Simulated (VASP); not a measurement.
# PtS2 (P-3m1) in VASP: single point with B3LYP

Aim: the single point of PtS2 with B3LYP.

Program: VASP 6.6.1. These are calculated values, not measurements. Logs are shortened: lines on timing, memory, paths and dates and some standing lists are left out, and cuts for length are marked.

### Step 1. The cell of the first run

Symmetry: P-3m1, No. 164, trigonal system. Conventional cell: a = 3.543 Å, b = 3.543 Å, c = 5.039 Å, α = 90.00°, β = 90.00°, γ = 120.00°. Pt (site symmetry -3m) has 6 S at 2.34 Å within 3.1 Å. Within 3.1 Å of S (site symmetry 3m) lie 3 Pt at 2.34 Å and 3 S at 3.07 Å.

### Step 2. Single point, B3LYP

POSCAR reads:

```
PtS2
1.0
    3.5432000000      0.0000000000      0.0000000000
   -1.7716000000      3.0685012107      0.0000000000
    0.0000000000      0.0000000000      5.0388000000
Pt S
1 2
Direct
    0.0000000000      0.0000000000      0.0000000000
    0.6666666667      0.3333333333      0.7730000000
    0.3333333333      0.6666666667      0.2270000000
```

INCAR.step1 reads:

```
SYSTEM = PtS2
ALGO     = Normal         ! electronic algorithm
EDIFF    = 1E-5           ! SCF threshold, eV
ENCUT    = 520            ! plane-wave cutoff, eV
GGA      = PE             ! functional
ISIF     = 2              ! what is computed and relaxed
ISMEAR   = -1             ! smearing method
LASPH    = .True.         ! aspherical terms in the spheres
LCHARG   = .False.        ! write CHGCAR
LREAL    = .False.        ! projectors in reciprocal space
LWAVE    = .True.         ! write WAVECAR
NBANDS   = 18             ! bands
NELM     = 100            ! most SCF steps
PREC     = Accurate       ! precision mode
SIGMA    = 0.05           ! smearing width, eV
```

INCAR.step2 reads:

```
SYSTEM = PtS2
AEXX     = 0.2            ! exact-exchange fraction
AGGAC    = 0.81         
AGGAX    = 0.72         
ALDAC    = 0.19         
ALGO     = Normal         ! electronic algorithm
EDIFF    = 1E-6           ! SCF threshold, eV
ENCUT    = 520            ! plane-wave cutoff, eV
GGA      = B3             ! functional
ISIF     = 2              ! what is computed and relaxed
ISMEAR   = -1             ! smearing method
ISTART   = 1            
LASPH    = .True.         ! aspherical terms in the spheres
LCHARG   = .False.        ! write CHGCAR
LHFCALC  = .True.         ! exact exchange
LREAL    = .False.        ! projectors in reciprocal space
LWAVE    = .False.        ! write WAVECAR
NBANDS   = 18             ! bands
NELM     = 100            ! most SCF steps
PREC     = Accurate       ! precision mode
PRECFOCK = Normal       
SIGMA    = 0.05           ! smearing width, eV
```

KPOINTS reads:

```
k-points
0
Gamma
  5 5 3
  0 0 0
```

Potentials or basis: VASP PAW PBE potentials, release 64 (Pt, S).

Started as:

```sh
$ cat potpaw_PBE.64/Pt/POTCAR potpaw_PBE.64/S/POTCAR > POTCAR
$ cp INCAR.step1 INCAR
$ mpirun -np 1 vasp_std > vasp.out
$ cp INCAR.step2 INCAR
$ mpirun -np 1 vasp_std > vasp.out
```

OUTCAR:

```text
SYSTEM = PtS2
   AEXX = 0.2
   EDIFF = 1E-6
   ENCUT = 520
   GGA = B3
   ISIF = 2
   ISMEAR = -1
   ISTART = 1
   LASPH = .True.
   LHFCALC = .True.
   LREAL = .False.
   NELM = 100
   PREC = Accurate
   PRECFOCK = Normal

 ion  position               nearest neighbor table
   1  0.000  0.000  0.000-   2 2.34   3 2.34   2 2.34   3 2.34   2 2.34   3 2.34
   2  0.667  0.333  0.773-   1 2.34   1 2.34   1 2.34
   3  0.333  0.667  0.227-   1 2.34   1 2.34   1 2.34

  LATTYP: Found a hexagonal cell.
 ALAT       =     3.5432000000
 C/A-ratio  =     1.4221043125

  Lattice vectors:

 A1 = (   3.5432000000,   0.0000000000,   0.0000000000)
 A2 = (  -1.7716000000,   3.0685012107,   0.0000000000)
 A3 = (   0.0000000000,   0.0000000000,   5.0388000000)

Analysis of symmetry for initial positions (statically):
=====================================================================
 Subroutine PRICEL returns:
 Original cell was already a primitive cell.

 Routine SETGRP: Setting up the symmetry group for a
 hexagonal supercell.

 Subroutine GETGRP returns: Found 12 space group operations
 (whereof 12 operations were pure point group operations)
 out of a pool of 24 trial point group operations.

The static configuration has the point symmetry D_3d.

Analysis of symmetry for dynamics (positions and initial velocities):
=====================================================================
 Subroutine PRICEL returns:
 Original cell was already a primitive cell.

 Routine SETGRP: Setting up the symmetry group for a
 hexagonal supercell.

 Subroutine GETGRP returns: Found 12 space group operations
 (whereof 12 operations were pure point group operations)
 out of a pool of 24 trial point group operations.

The dynamic configuration has the point symmetry D_3d.

 Subroutine INISYM returns: Found 12 space group operations
 (whereof 12 operations are pure point group operations),
 and found     1 'primitive' translations

----------------------------------------------------------------------------------------

                                     Primitive cell

  volume of cell :      54.7834

  direct lattice vectors                    reciprocal lattice vectors
     3.543200000  0.000000000  0.000000000     0.282230752  0.162946001  0.000000000
    -1.771600000  3.068501211  0.000000000     0.000000000  0.325892001  0.000000000
     0.000000000  0.000000000  5.038800000     0.000000000  0.000000000  0.198459951

  length of vectors
     3.543200000  3.543200000  5.038800000     0.325892001  0.325892001  0.198459951

  position of ions in fractional coordinates (direct lattice)
     0.000000000  0.000000000  0.000000000
     0.666666667  0.333333333  0.773000000
     0.333333333  0.666666667  0.227000000

  ion indices of the primitive-cell ions
   primitive index   ion index
                 1           1
                 2           2
                 3           3

----------------------------------------------------------------------------------------

 KPOINTS: k-points

Automatic generation of k-mesh.
 Grid dimensions read from file:
 generate k-points for:    5    5    3

 Generating k-lattice:

  Cartesian coordinates                     Fractional coordinates (reciprocal lattice)
     0.056446150  0.032589200  0.000000000     0.200000000 -0.000000000  0.000000000
     0.000000000  0.065178400  0.000000000     0.000000000  0.200000000  0.000000000
     0.000000000  0.000000000  0.066153317     0.000000000  0.000000000  0.333333333

  Length of vectors
     0.065178400  0.065178400  0.066153317

  Shift w.r.t. Gamma in fractional coordinates (k-lattice)
     0.000000000  0.000000000  0.000000000

 Subroutine IBZKPT returns following result:
 ===========================================

 Found     12 irreducible k-points:

 Following reciprocal coordinates:
            Coordinates               Weight
  0.000000  0.000000  0.000000      1.000000
  0.200000  0.000000  0.000000      6.000000
  0.400000  0.000000  0.000000      6.000000
  0.200000  0.200000  0.000000      6.000000
  0.400000  0.200000  0.000000      6.000000
  0.000000  0.000000  0.333333      2.000000
  0.200000  0.000000  0.333333      6.000000
  0.000000  0.200000  0.333333      6.000000
  0.400000  0.000000  0.333333      6.000000
  0.000000  0.400000  0.333333      6.000000
  0.200000  0.200000  0.333333     12.000000
  0.400000  0.200000  0.333333     12.000000
   k-points           NKPTS =     12   k-points in BZ     NKDIM =     75   number of bands    NBANDS=     18
   number of dos      NEDOS =    301   number of ions     NIONS =      3
   total plane-waves  NPLWV =  31360
   dimension x,y,z NGX =    28 NGY =   28 NGZ =   40
   dimension x,y,z NGXF=    56 NGYF=   56 NGZF=   80
   ions per type =               1   2
   NGX,Y,Z   is equivalent  to a cutoff of  13.14, 13.14, 13.20 a.u.
   NGXF,Y,Z  is equivalent  to a cutoff of  26.28, 26.28, 26.39 a.u.
 SYSTEM =  PtS2
   PREC   = accura    normal or accurate (medium, high low for compatibility)
   ISTART =      1    job   : 0-new  1-cont  2-samecut
   ICHARG =      0    charge: 1-file 2-atom 10-const
   ISPIN  =      1    spin polarized calculation?
   LNONCOLLINEAR =      F non collinear calculations
   LSORBIT =      F    spin-orbit coupling
   LASPH  =      T    aspherical Exc in radial PAW
   ENCUT  =  520.0 eV  38.22 Ry    6.18 a.u.   6.59  6.59  9.37*2*pi/ulx,y,z
   NELM   =    100;   NELMIN=  2; NELMDL=  0     # of ELM steps
   EDIFF  = 0.1E-05   stopping-criterion for ELM
   LREAL  =      F    real-space projection
   EDIFFG = 0.1E-04   stopping-criterion for IOM
   NSW    =      0    number of steps for IOM
   IBRION =     -1    ionic relax: 0-MD 1-quasi-New 2-CG
   NFREE  =      0    steps in history (QN), initial steepest desc. (CG)
   ISIF   =      2    stress and relaxation
   ISYM   =      3    0-nonsym 1-usesym 2-fastsym
   POTIM  = 0.5000    time-step for ionic-motion
   TEBEG  =    0.0;   TEEND  =   0.0 temperature during run
   PSTRESS=    0.0 pullay stress
   NELECT =      22.0000    total number of electrons
   NUPDOWN=      -1.0000    fix difference up-down
   EMIN   =  10.00;   EMAX   =-10.00  energy-range for DOS
   EFERMI =   0.00;   METHOD = LEGACY
   ISMEAR =    -1;   SIGMA  =   0.05  broadening in eV -4-tet -1-fermi 0-gaus
   EFERMI_NEDOS =   21; number of points for ismear=-14 and -15
   IALGO  =     38    algorithm
   IMIX   =      1    mixing-type and parameters
     AMIX     =   0.40;   BMIX     =  1.00
     AMIX_MAG =   1.60;   BMIX_MAG =  1.00
  volume/ion in A,a.u.               =      18.26       123.23
  Fermi-wavevector in a.u.,A,eV,Ry     =   1.207812  2.282434 19.848315  1.458810
  Thomas-Fermi vector in A             =   2.343439
   LORBIT       =      0    0 simple, 1 ext, 2 COOP (PROOUT), +10 PAW based schemes
   GGA     = B3    functional components
   LHFCALC =     T    Hartree Fock is set to
   PRECFOCK=normal    Normal, Fast or Accurate (Low or Medium for compatibility)
   ENCUT4O =  -1.0   cutoff for four orbital integrals eV
   NKREDX  =     1    reduce k-point grid by
   NKREDY  =     1    reduce k-point grid by
   NKREDZ  =     1    reduce k-point grid by
   AEXX    =    0.2000 exact exchange contribution
   HFSCREEN=    0.0000 screening length (either q_TF or 0.3 A-1)
   HFSCREENC=   0.0000 screening length for correlation (either q_TF or 0.3 A-1)
   ENCUTFOCK=  -1.0 apply spherical cutoff to Coloumb kernel
   IVDW    =     0    specifies the selected vdW correction
   LEPSILON=     F    determine dielectric tensor
   LRPA    =     F    only Hartree local field effects (RPA)
 non-spin polarized calculation
  energy-cutoff  :      520.00
  volume of cell :       54.78
 maximum number of plane-waves:      1507
 NGX is ok and might be reduce to    28
  NGX = 20; NGY = 20; NGZ = 30

 number of electron      22.0000001 magnetization

 Free energy of the ion-electron system (eV)
  ---------------------------------------------------
  ext. energy  EPLUGINS =         0.00000000
  ---------------------------------------------------
  free energy    TOTEN  =       -17.22721840 eV

  energy without entropy =      -17.22721840  energy(sigma->0) =      -17.22721840

 E-fermi :   7.2250     XC(G=0):  -8.4226

 val. band max:        6.2266231097   @ k =   0.0000   0.0000   0.0000
 cond. band min:       8.6052742100   @ k =   0.0000   0.2000   0.3333
 fundamental gap:      2.3786511004
 Fermi energy:         7.2250291489

 k-point     1 :       0.0000    0.0000    0.0000
  band No.  band energies     occupation
      1     -10.5443      2.00000
      2      -7.1232      2.00000
      3      -1.3598      2.00000
      4      -1.3598      2.00000
      5      -1.3584      2.00000
      6       1.6173      2.00000
[... 10 lines left out ...]
     17      15.8008      0.00000
     18      20.0571      0.00000

 k-point     2 :       0.2000    0.0000    0.0000
  band No.  band energies     occupation
      1      -9.9952      2.00000
      2      -7.4539      2.00000
      3      -1.0238      2.00000
      4      -0.9887      2.00000
      5      -0.7350      2.00000
      6       0.9392      2.00000
[... 10 lines left out ...]
     17      17.1818      0.00000
     18      17.5664      0.00000

 k-point     3 :       0.4000    0.0000    0.0000
  band No.  band energies     occupation
      1      -8.7883      2.00000
      2      -7.9772      2.00000
      3      -1.5691      2.00000
      4      -0.4853      2.00000
      5       0.2879      2.00000
      6       0.9142      2.00000
[... 10 lines left out ...]
     17      16.3504      0.00000
     18      18.3219      0.00000

 k-point     4 :       0.2000    0.2000    0.0000
  band No.  band energies     occupation
      1      -9.0923      2.00000
      2      -7.8431      2.00000
      3      -0.7705      2.00000
      4      -0.5780      2.00000
      5      -0.2197      2.00000
      6       0.4756      2.00000
[... 123 lines left out ...]
      4      -0.5715      2.00000
      5      -0.1340      2.00000
      6       1.2184      2.00000
[... 10 lines left out ...]
     17      17.7413      0.00000
     18      18.6093      0.00000

 k-point    11 :       0.2000    0.2000    0.3333
  band No.  band energies     occupation
      1      -8.9148      2.00000
      2      -8.0379      2.00000
      3      -1.0546      2.00000
      4      -0.9142      2.00000
      5       0.0233      2.00000
      6       0.7524      2.00000
[... 10 lines left out ...]
     17      16.8776      0.00000
     18      18.0330      0.00000

 k-point    12 :       0.4000    0.2000    0.3333
  band No.  band energies     occupation
      1      -8.3114      2.00000
      2      -8.0620      2.00000
      3      -1.6209      2.00000
      4      -0.7000      2.00000
      5       0.2077      2.00000
      6       1.0490      2.00000
[... 10 lines left out ...]
     17      17.0877      0.00000
     18      17.9525      0.00000

------------------------ aborting loop because EDIFF is reached ----------------------------------------

  FORCE on cell =-STRESS in cart. coord.  units (eV):
  Direction    XX          YY          ZZ          XY          YZ          ZX
  --------------------------------------------------------------------------------------
  -------------------------------------------------------------------------------------
  Total        4.9958780      4.9958780      4.6246995      0.0000000     -0.0000000      0.0000000
  in kB      146.1077720    146.1077720    135.2524118      0.0000000     -0.0000000      0.0000000
  external PRESSURE =     142.4893186 kB  Pullay stress =       0.0000000 kB

 VOLUME and BASIS-vectors are now :
 -----------------------------------------------------------------------------
  energy-cutoff  :      520.00
  volume of cell :       54.78
      direct lattice vectors                 reciprocal lattice vectors
     3.543200000  0.000000000  0.000000000     0.282230752  0.162946001  0.000000000
    -1.771600000  3.068501211  0.000000000     0.000000000  0.325892001  0.000000000
     0.000000000  0.000000000  5.038800000     0.000000000  0.000000000  0.198459951

 POSITION                                       TOTAL-FORCE (eV/Angst)
 -----------------------------------------------------------------------------------
      0.00000      0.00000      0.00000        -0.000000      0.000000      0.000000
      1.77160      1.02283      3.89499        -0.000000      0.000000     -1.476986
     -0.00000      2.04567      1.14381         0.000000     -0.000000      1.476986
 -----------------------------------------------------------------------------------
    total drift:                                0.000000      0.000000      0.000000

  FREE ENERGIE OF THE ION-ELECTRON SYSTEM (eV)
  ---------------------------------------------------
  free  energy   TOTEN  =       -17.2272184030 eV

  energy  without entropy=      -17.2272184029  energy(sigma->0) =      -17.22721840
```

Wall time 15 min (1 thread of Intel Xeon Platinum 8259CL at 2.50GHz (Skylake/Cascade Lake), shared host); peak memory 0.19 GiB.

Results:

```
Free energy            : -17.2272 eV
Pressure               : 14.2 GPa
Largest force          : 1.477 eV/Å
Band gap on the k mesh : 2.38 eV (least direct gap 2.61 eV)
```

Forces on the atoms (eV/Å):
```
Pt   0.000  0.000  0.000
S    0.000  0.000 -1.477
S    0.000  0.000  1.477
```

Stress tensor (GPa, compression positive):
```
14.61  0.00  0.00
 0.00 14.61  0.00
 0.00  0.00 13.53
```

Levels at points of the mesh, in eV from the valence-band top:
```tsv
k point	band 7	band 8	band 9	band 10	band 11	band 12	band 13	band 14	band 15	band 16
(0.00, 0.00, 0.00)	-4.61	-2.22	-1.15	-1.15	0.00	3.64	3.64	6.23	7.30	9.57
```

Caveat: the cell stands under pressure; the PAW data sets were made with another functional, which shifts forces and pressure a little; spin-orbit coupling is left out, which moves the levels of the heavy elements. A k mesh can miss the band edges.
